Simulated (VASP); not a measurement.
# Ta2Bi2O (P4/mmm) in VASP: notebook, part 2 of 2

VASP 6.6.1. The steps go on from the part before.

## 3. Relaxation of cell and atoms, PBE

This run uses another cell than the first one, of 23.94 Å³/atom.

Input file INCAR:

```
PREC     = Accurate       # precision mode
ENCUT    = 600            # plane-wave cutoff, eV
EDIFF    = 1E-6           # SCF threshold, eV
ISMEAR   = 0              # smearing method
SIGMA    = 0.15           # smearing width, eV
LREAL    = F              # projectors in reciprocal space
LASPH    = T              # aspherical terms in the spheres
NELM     = 80             # most SCF steps
ALGO     = Normal         # electronic algorithm
ISIF     = 3              # what is computed and relaxed
LWAVE    = F              # write WAVECAR
LCHARG   = F              # write CHGCAR
GGA      = PE             # functional
IBRION   = 2              # ionic algorithm
NSW      = 36             # ionic steps
EDIFFG   = -0.08          # ionic threshold
```

Input file KPOINTS:

```
Automatic mesh
0
Gamma
  3 3 2
```

Input file POSCAR:

```
Ta2Bi2O
1.0
    3.8335926300      0.0000000000      0.0000000000
    0.0000000000      3.8335926300      0.0000000000
    0.0000000000      0.0000000000      8.1460023100
Ta Bi O
2 2 1
Direct
    0.0000000000      0.0000000000      0.7673779200
    0.0000000000      0.0000000000      0.2326220800
    0.5000000000      0.5000000000      0.5000000000
    0.0000000000      0.0000000000      0.5000000000
    0.5000000000      0.5000000000      0.0000000000
```

Potentials or basis: VASP PAW PBE potentials, release 64 (Ta_pv, Bi_d, O).

Started as:

```sh
cat potpaw_PBE.64/Ta_pv/POTCAR potpaw_PBE.64/Bi_d/POTCAR potpaw_PBE.64/O/POTCAR > POTCAR
mpirun -np 1 vasp_std > vasp.out
```

OUTCAR:

```text
PREC = Accurate
   ENCUT = 600
   EDIFF = 1E-6
   ISMEAR = 0
   LREAL = F
   LASPH = T
   NELM = 80
   ISIF = 3
   GGA = PE
   IBRION = 2
   NSW = 36
   EDIFFG = -0.08

 ion  position               nearest neighbor table
   1  0.000  0.000  0.767-   4 2.18   3 3.48   3 3.48   3 3.48   3 3.48
   2  0.000  0.000  0.233-   4 2.18   3 3.48   3 3.48   3 3.48   3 3.48
   3  0.500  0.500  0.500-   4 2.71   4 2.71   4 2.71   4 2.71   2 3.48   2 3.48   1 3.48   2 3.48
                             1 3.48   1 3.48   2 3.48   1 3.48
   4  0.000  0.000  0.500-   1 2.18   2 2.18   3 2.71   3 2.71   3 2.71   3 2.71
   5  0.500  0.500  0.000-

  LATTYP: Found a simple tetragonal cell.
 ALAT       =     3.8335926300
 C/A-ratio  =     2.1249003471

  Lattice vectors:

 A1 = (   3.8335926300,   0.0000000000,   0.0000000000)
 A2 = (   0.0000000000,   3.8335926300,   0.0000000000)
 A3 = (   0.0000000000,   0.0000000000,   8.1460023100)

Analysis of symmetry for initial positions (statically):
=====================================================================
 Subroutine PRICEL returns:
 Original cell was already a primitive cell.

 Routine SETGRP: Setting up the symmetry group for a
 simple tetragonal supercell.

 Subroutine GETGRP returns: Found 16 space group operations
 (whereof 16 operations were pure point group operations)
 out of a pool of 16 trial point group operations.

The static configuration has the point symmetry D_4h.

Analysis of symmetry for dynamics (positions and initial velocities):
=====================================================================
 Subroutine PRICEL returns:
 Original cell was already a primitive cell.

 Routine SETGRP: Setting up the symmetry group for a
 simple tetragonal supercell.

 Subroutine GETGRP returns: Found 16 space group operations
 (whereof 16 operations were pure point group operations)
 out of a pool of 16 trial point group operations.

The dynamic configuration has the point symmetry D_4h.

 Subroutine INISYM returns: Found 16 space group operations
 (whereof 16 operations are pure point group operations),
 and found     1 'primitive' translations

----------------------------------------------------------------------------------------

                                     Primitive cell

  volume of cell :     119.7172

  direct lattice vectors                    reciprocal lattice vectors
     3.833592630  0.000000000  0.000000000     0.260851921  0.000000000  0.000000000
     0.000000000  3.833592630  0.000000000     0.000000000  0.260851921  0.000000000
     0.000000000  0.000000000  8.146002310     0.000000000  0.000000000  0.122759602

  length of vectors
     3.833592630  3.833592630  8.146002310     0.260851921  0.260851921  0.122759602

  position of ions in fractional coordinates (direct lattice)
     0.000000000  0.000000000  0.767377920
     0.000000000  0.000000000  0.232622080
     0.500000000  0.500000000  0.500000000
     0.000000000  0.000000000  0.500000000
     0.500000000  0.500000000  0.000000000

  ion indices of the primitive-cell ions
   primitive index   ion index
                 1           1
                 2           2
[... 40 lines left out ...]
   total plane-waves  NPLWV =  71680
   dimension x,y,z NGX =    32 NGY =   32 NGZ =   70
   dimension x,y,z NGXF=    64 NGYF=   64 NGZF=  140
   ions per type =               2   2   1
   NGX,Y,Z   is equivalent  to a cutoff of  13.88, 13.88, 14.29 a.u.
   NGXF,Y,Z  is equivalent  to a cutoff of  27.75, 27.75, 28.57 a.u.
 SYSTEM =  unknown system
   PREC   = accura    normal or accurate (medium, high low for compatibility)
   ISTART =      0    job   : 0-new  1-cont  2-samecut
   ICHARG =      2    charge: 1-file 2-atom 10-const
   ISPIN  =      1    spin polarized calculation?
   LNONCOLLINEAR =      F non collinear calculations
   LSORBIT =      F    spin-orbit coupling
   LASPH  =      T    aspherical Exc in radial PAW
   ENCUT  =  600.0 eV  44.10 Ry    6.64 a.u.   7.66  7.66 16.27*2*pi/ulx,y,z
   NELM   =     80;   NELMIN=  2; NELMDL= -5     # of ELM steps
   EDIFF  = 0.1E-05   stopping-criterion for ELM
   LREAL  =      F    real-space projection
   EDIFFG = -.8E-01   stopping-criterion for IOM
   NSW    =     36    number of steps for IOM
   IBRION =      2    ionic relax: 0-MD 1-quasi-New 2-CG
   NFREE  =      1    steps in history (QN), initial steepest desc. (CG)
   ISIF   =      3    stress and relaxation
   ISYM   =      2    0-nonsym 1-usesym 2-fastsym
   POTIM  = 0.5000    time-step for ionic-motion
   TEBEG  =    0.0;   TEEND  =   0.0 temperature during run
   PSTRESS=    0.0 pullay stress
   NELECT =      58.0000    total number of electrons
   NUPDOWN=      -1.0000    fix difference up-down
   EMIN   =  10.00;   EMAX   =-10.00  energy-range for DOS
   EFERMI =   0.00;   METHOD = LEGACY
   ISMEAR =     0;   SIGMA  =   0.15  broadening in eV -4-tet -1-fermi 0-gaus
   EFERMI_NEDOS =   21; number of points for ismear=-14 and -15
   IALGO  =     38    algorithm
   IMIX   =      4    mixing-type and parameters
     AMIX     =   0.40;   BMIX     =  1.00
     AMIX_MAG =   1.60;   BMIX_MAG =  1.00
  volume/ion in A,a.u.               =      23.94       161.58
  Fermi-wavevector in a.u.,A,eV,Ry     =   1.285776  2.429764 22.493426  1.653220
  Thomas-Fermi vector in A             =   2.417890
   LORBIT       =      0    0 simple, 1 ext, 2 COOP (PROOUT), +10 PAW based schemes
   GGA     = PE    functional components
   LHFCALC =     F    Hartree Fock is set to
   AEXX    =    0.0000 exact exchange contribution
   IVDW    =     0    specifies the selected vdW correction
   LEPSILON=     F    determine dielectric tensor
   LRPA    =     F    only Hartree local field effects (RPA)
 conjugate gradient relaxation of ions
 non-spin polarized calculation
 Gauss-broadening in eV      SIGMA  =   0.15
  energy-cutoff  :      600.00
  volume of cell :      119.72
 maximum number of plane-waves:      4016
 NGX is ok and might be reduce to    30
   NGX = 15   NGY = 15   NGZ = 33

--------------------------------------- Ionic step        1  -------------------------------------------

 number of electron      57.9999999 magnetization

 Free energy of the ion-electron system (eV)
  ---------------------------------------------------
  ext. energy  EPLUGINS =         0.00000000
  ---------------------------------------------------
  free energy    TOTEN  =       -17.81449557 eV

  energy without entropy =      -17.70537432  energy(sigma->0) =      -17.75993494

------------------------ aborting loop because EDIFF is reached ----------------------------------------

  FORCE on cell =-STRESS in cart. coord.  units (eV):
  Direction    XX          YY          ZZ          XY          YZ          ZX
  --------------------------------------------------------------------------------------
  -------------------------------------------------------------------------------------
  Total       11.8122612     11.8122612     61.6192399      0.0000000      0.0000000      0.0000000
  in kB      158.0837286    158.0837286    824.6515271      0.0000000      0.0000000      0.0000000
  external PRESSURE =     380.2729948 kB  Pullay stress =       0.0000000 kB
[... 98 lines left out ...]
  FREE ENERGIE OF THE ION-ELECTRON SYSTEM (eV)
  ---------------------------------------------------
  free  energy   TOTEN  =       -20.7685028042 eV

  energy  without entropy=      -20.5907924595  energy(sigma->0) =      -20.67964763

 E-fermi :   5.1552     XC(G=0): -10.0890

 val. band max:        5.0256735121   @ k =   0.3333   0.0000   0.5000
 cond. band min:       5.2078842361   @ k =   0.3333   0.3333   0.0000
 fundamental gap:      0.1822107239
 Fermi energy:         5.1552339184

 k-point     1 :       0.0000    0.0000    0.0000
  band No.  band energies     occupation
      1     -30.8241      2.00000
      2     -30.8241      2.00000
      3     -30.8196      2.00000
      4     -30.8196      2.00000
      5     -30.7795      2.00000
      6     -30.7066      2.00000
[... 211 lines left out ...]
     33       5.8695      0.00000
     34       5.9827      0.00000

[... ionic steps 4 to 17 ...]

--------------------------------------- Ionic step       18  -------------------------------------------

 number of electron      57.9999992 magnetization

------------------------ aborting loop because EDIFF is reached ----------------------------------------
[... 73 lines left out ...]
--------------------------------------- Ionic step       20  -------------------------------------------

 number of electron      57.9999994 magnetization

 Free energy of the ion-electron system (eV)
  ---------------------------------------------------
  ext. energy  EPLUGINS =         0.00000000
  ---------------------------------------------------
  free energy    TOTEN  =       -27.88018935 eV

  energy without entropy =      -27.81545528  energy(sigma->0) =      -27.84782232

 E-fermi :   4.2804     XC(G=0):  -9.7203

 val. band max:        4.2666829528   @ k =   0.3333   0.3333   0.0000
 cond. band min:       4.3011135278   @ k =   0.3333   0.0000   0.0000
 fundamental gap:      0.0344305750
 Fermi energy:         4.2803749565

 k-point     1 :       0.0000    0.0000    0.0000
  band No.  band energies     occupation
      1     -31.4618      2.00000
      2     -30.8479      2.00000
      3     -30.8479      2.00000
      4     -30.4756      2.00000
      5     -30.4756      2.00000
      6     -28.8028      2.00000
[... 243 lines left out ...]
  FREE ENERGIE OF THE ION-ELECTRON SYSTEM (eV)
  ---------------------------------------------------
  free  energy   TOTEN  =       -27.8801893483 eV

  energy  without entropy=      -27.8154552846  energy(sigma->0) =      -27.84782232

 reached required accuracy - stopping structural energy minimisation
```

It took 6.4 min on 1 thread of Intel Xeon Platinum 8488C (Sapphire Rapids), shared host; peak memory 0.28 GiB.

What came out:

```yaml
Free_energy: -27.8802 eV
Relaxed_volume: 27.80 Å³/atom
Relaxed_cell: a = 4.133 Å, b = 4.133 Å, c = 8.135 Å, α = 90.00°, β = 90.00°, γ = 90.00°
Space_group_after_relaxing_to_0.1_Å: P4/mmm (No. 123)
Energy_gained_by_relaxing: 2013.1 meV/atom
Ionic_steps: 20
Pressure_after_relaxing: -0.1 GPa
Largest_force_after_relaxing: 0.017 eV/Å
Band_gap_on_the_k_mesh: zero (bands 29 and 30 overlap by 0.96 eV)
```

Forces on the atoms (eV/Å):
```
Ta   0.000  0.000 -0.017
Ta   0.000  0.000  0.017
Bi   0.000  0.000  0.000
Bi   0.000  0.000  0.000
O    0.000  0.000  0.000
```

Step by step:
```
step  energy change (eV)  largest force (eV/Å)  pressure (GPa)  volume (Å³)
   1              0.0000               17.1106           38.03       119.72
   2             -2.5217                3.2208           -8.45       236.89
   3             -2.9540                3.0289           -8.08       221.98
   4             -3.3288                2.7387           -7.84       209.96
   5             -5.9543                1.2347           -6.92       161.84
   6             -7.1528                1.9975           -2.11       140.05
   7             -7.0771                3.4481            3.07       131.87
   8             -7.1967                2.4072           -0.56       137.01
   9             -7.1956                2.5181           -0.15       136.33
  10             -8.2817                2.7852           -2.50       137.74
  11             -9.1029                4.0718            0.91       138.30
  12             -9.3899                0.2863            2.04       139.77
  13             -9.4085                0.7710            1.66       139.51
  14             -9.7534                0.6415            0.08       140.74
  15            -10.0171                0.8231           -1.85       142.68
  16            -10.0242                0.8895           -2.06       142.98
  17            -10.0575                0.1163           -0.93       141.03
  18            -10.0612                0.2529           -0.39       140.19
  19            -10.0649                0.1180           -0.26       139.50
  20            -10.0657                0.0171           -0.15       138.98
```

Final structure:
```
Ta Bi O
1.0
     4.13330    0.00000    0.00000
     0.00000    4.13330    0.00000
     0.00000    0.00000    8.13491
Ta Bi O
2 2 1
Cartesian
  4.1333 0.0000 7.0197
  0.0000 0.0000 1.1152
  2.0667 2.0667 4.0675
  4.1333 0.0000 4.0675
  2.0667 2.0667 0.0000
```

Levels at points of the mesh, in eV from the Fermi level:
| k point | band 25 | band 26 | band 27 | band 28 | band 29 | band 30 | band 31 | band 32 | band 33 | band 34 |
| --- | --- | --- | --- | --- | --- | --- | --- | --- | --- | --- |
| (0.00, 0.00, 0.00) | -2.29 | -2.16 | -0.98 | -0.54 | -0.27 | -0.27 | 0.64 | 0.78 | 1.36 | 2.08 |
| (0.00, 0.00, 0.50) | -2.35 | -1.63 | -0.97 | -0.54 | -0.54 | -0.24 | 0.59 | 0.76 | 0.78 | 2.08 |

Caveat: the k points lie up to 0.51 Å⁻¹ apart in the final cell, too coarse for converged energies and pressures of a metal; the volume moved by over 15 % at a fixed basis, so the end points are rough; spin-orbit coupling is left out, which moves the levels of the heavy elements.

The gap in the log of VASP goes by the Fermi energy; the results here count the filled bands.